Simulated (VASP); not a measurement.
Set up this calculation in VASP 6.6.1, as the native input.

```yaml
Task: single point
Functional: PBE
Potentials_or_basis: VASP PAW PBE potentials, release 64 (Be, S)
Cutoff: 520 eV
k_mesh: 4 × 4 × 4
Occupations: gaussian, width 0.01 eV
Spin: no spin polarisation
Dipole_correction: no
Further_INCAR_settings: ALGO = Normal; EDIFF = 1e-06; NBANDS = 11
```

The structure of BeS lies in POSCAR:

```
BeS
1.0
    0.0000000000      2.4343062282      2.4343062282
    2.4343062282      0.0000000000      2.4343062282
    2.4343062282      2.4343062282      0.0000000000
Be S
1 1
Direct
    0.0000000000      0.0000000000      0.0000000000
    0.2500000000      0.2500000000      0.2500000000
```

The input as run:

INCAR

```
SYSTEM = BeS
PREC = Accurate
ENCUT = 520
EDIFF = 1E-6
ISMEAR = 0
SIGMA = 0.01
LREAL = .False.
LASPH = .True.
NELM = 80
ALGO = Normal
ISIF = 2
LWAVE = .False.
LCHARG = .False.
GGA = PE
NBANDS = 11
```

KPOINTS

```
regular mesh
0
Gamma
  4 4 4
  0 0 0
```

Potentials or basis: VASP PAW PBE potentials, release 64 (Be, S).

The run is started by

```sh
$ cat potpaw_PBE.64/Be/POTCAR potpaw_PBE.64/S/POTCAR > POTCAR
$ mpirun -np 1 vasp_std > vasp.out
```

Results of the run:

```json
{"Pressure": "1.0 GPa", "Band gap on the k mesh": "3.12 eV, indirect (least direct gap 5.66 eV)"}
```

Caveat: the k points lie up to 0.56 Å⁻¹ apart.

It took 3 s on 1 thread of AMD EPYC 7R13 Processor (Zen 3) (shared host), peak memory 0.11 GiB.
